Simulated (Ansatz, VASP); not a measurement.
# Two plane-wave programs on C

```xyz
10
Lattice="2.4650 0.0000 0.0000 -1.2325 2.1347 0.0000 0.0000 0.0000 28.4769" Properties=species:S:1:pos:R:3 pbc="T T T"
C     0.0000    0.0000    7.5000
C     1.2325    0.7116    7.5000
C     0.0000    0.0000   10.8692
C     0.0000    1.4232   10.8692
C     0.0000    0.0000   14.2384
C     1.2325    0.7116   14.2384
C     0.0000    0.0000   17.6076
C     0.0000    1.4232   17.6076
C     0.0000    0.0000   20.9769
C     1.2325    0.7116   20.9769
```

Alike in both runs: task single point; functional PBE; dispersion D3(BJ); k mesh 15 × 15 × 1; occupations gaussian, width 0.1 eV; no spin polarisation.

|  | VASP | Ansatz |
| --- | --- | --- |
| version | VASP 6.6.1 | Ansatz 0.2.0 |
| potentials or method | VASP PAW PBE potentials, release 64 (C), cutoff 520 eV | scalar-relativistic, plane waves, PAW |
| valence electrons in the cell | 40 | 40 |

|  | VASP | Ansatz | Ansatz less VASP |
| --- | --- | --- | --- |
| rms of the force components (eV/Å) | 0.003 | 0.003 | 0.0000 |

Atom by atom the forces differ by 0.000 eV/Å (rms over components). Ansatz's warnings: xc potential rough in thin density.
